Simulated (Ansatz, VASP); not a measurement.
# AlRhC4N4 in VASP and in Ansatz

```
Al Rh C N
1.0
     5.83412    0.00000    0.00000
     0.00000    5.83412    0.00000
     0.00000    0.00000    5.83412
Al Rh C N
1 1 4 4
Cartesian
  0.0000 0.0000 0.0000
  2.9171 2.9171 2.9171
  1.0825 1.0825 1.0825
  1.0825 4.7516 4.7516
  4.7516 1.0825 4.7516
  4.7516 4.7516 1.0825
  1.7580 1.7580 1.7580
  1.7580 4.0761 4.0761
  4.0761 1.7580 4.0761
  4.0761 4.0761 1.7580
```

Alike in both runs: task single point; functional PBE; k mesh 4 × 4 × 4; occupations gaussian, width 0.1 eV; collinear spin.

|  | VASP | Ansatz |
| --- | --- | --- |
| version | VASP 6.6.1 | Ansatz 0.2.0 |
| potentials or method | VASP PAW PBE potentials, release 64 (Al, Rh_pv, C, N), cutoff 520 eV | scalar-relativistic, plane waves, PAW |
| valence electrons in the cell | 54 | 56 |

```tsv
	VASP	Ansatz	Ansatz less VASP
gap on the k mesh at the Fermi level (eV)	none	none	-
pressure (GPa)	4.8	4.5	-0.26
rms of the force components (eV/Å)	0.437	0.599	+0.1624
net moment per atom (μB)	0.20	0.20	0.000
size of the moment on the site where the two differ most (μB)	1.45	1.14	-0.315
```

Site moments also hang on the region over which each program counts them. Atom by atom the forces differ by 0.201 eV/Å (rms over components). A gap of «none» marks a metal or a gap that the smearing closes. VASP's potentials hold 54 valence electrons a cell and Ansatz's 56, so a difference there can come from the potentials and not from the codes.

Noted on VASP's run: the standard files for N, O and F lose accuracy on very short bonds.
